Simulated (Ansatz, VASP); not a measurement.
## Two plane-wave programs on Rb

File INCAR:

```
SYSTEM = Rb
ALGO = Fast
EDIFF = 1E-6
ENCUT = 520
GGA = PS
ISIF = 2
ISMEAR = 0
LASPH = .True.
LCHARG = .False.
LREAL = .False.
LWAVE = .False.
NBANDS = 10
NELM = 60
PREC = Accurate
SIGMA = 0.15
```

KPOINTS

```
k-points
0
Gamma
  12 12 12
  0 0 0
```

The input POSCAR:

```
Rb
1.0
   -2.7639100000      2.7639100000      2.8060000000
    2.7639100000     -2.7639100000      2.8060000000
    2.7639100000      2.7639100000     -2.8060000000
Rb
1
Direct
    0.0000000000      0.0000000000      0.0000000000
```

Input for Ansatz:

```yaml
crystal:
  lattice:
    - [-2.76391, 2.76391, 2.806]
    - [2.76391, -2.76391, 2.806]
    - [2.76391, 2.76391, -2.806]
  atoms:
    - { symbol: Rb, position: [0.0, 0.0, 0.0] }
basis:
  ecutwfc: 420
kpoints:
  mp_grid: { grid: [12, 12, 12] }
hamiltonian:
  xc: pbesol
scf:
  occupations: { method: gaussian, width: 0.15 }
output:
  forces: true
  stress: true
  eigenvalues: true
```

Change from the starting cell: strain -0.015 along x and y, +0.000 along z, atoms carried along.

Alike in both runs: task single point; functional PBEsol; k mesh 12 × 12 × 12; occupations gaussian, width 0.15 eV; no spin polarisation.

|  | VASP | Ansatz |
| --- | --- | --- |
| version | VASP 6.6.1 | Ansatz 0.2.0 |
| potentials or method | VASP PAW PBE potentials, release 64 (Rb_sv), cutoff 520 eV | scalar-relativistic, plane waves, PAW |
| valence electrons in the cell | 9 | 9 |

```tsv
	VASP	Ansatz	Ansatz less VASP
gap on the k mesh at the Fermi level (eV)	none	none	-
pressure (GPa)	0.0	0.0	0.00
```

VASP's potentials were made for PBE, not for PBEsol. A gap of «none» marks a metal or a gap that the smearing closes. The functional is the same, so the differences come from potentials, cutoffs and numerics.
